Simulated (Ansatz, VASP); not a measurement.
# One calculation of Al2O3, two programs

```
Al O
1.0
     2.78120    0.00000    0.00000
    -1.39060    2.40859    0.00000
     0.00000    0.00000    7.95290
Al O
2 3
Direct
  0.00000 0.00000 0.19074
  0.00000 0.00000 0.80926
  0.33333 0.66667 0.28409
  0.66667 0.33333 0.00000
  0.33333 0.66667 0.71591
```

Alike in both runs: task single point; functional PBE; dispersion D3(BJ); k mesh 9 × 9 × 4; occupations gaussian, width 0.05 eV; no spin polarisation.

```csv
,VASP,Ansatz
version,VASP 6.6.1,Ansatz 0.2.0
potentials or method,"VASP PAW PBE potentials, release 64 (Al, O), cutoff 520 eV","scalar-relativistic, plane waves, PAW"
valence electrons in the cell,24,24
```

Ansatz gave:

* gap on the k mesh at the Fermi level (eV): 4.72
* least direct gap on the mesh (eV): 4.72
* pressure (GPa): 3.0
* traceless stress, the component that is largest in VASP (GPa): -23.99
* rms of the force components (eV/Å): 0.562

**Question.** Estimate VASP's values.

**Answer.** gap on the k mesh at the Fermi level (eV): 4.73; least direct gap on the mesh (eV): 4.73; pressure (GPa): 3.1; traceless stress, the component that is largest in VASP (GPa): -24.30; rms of the force components (eV/Å): 0.551.

Atom by atom the forces differ by 0.018 eV/Å (rms over components).
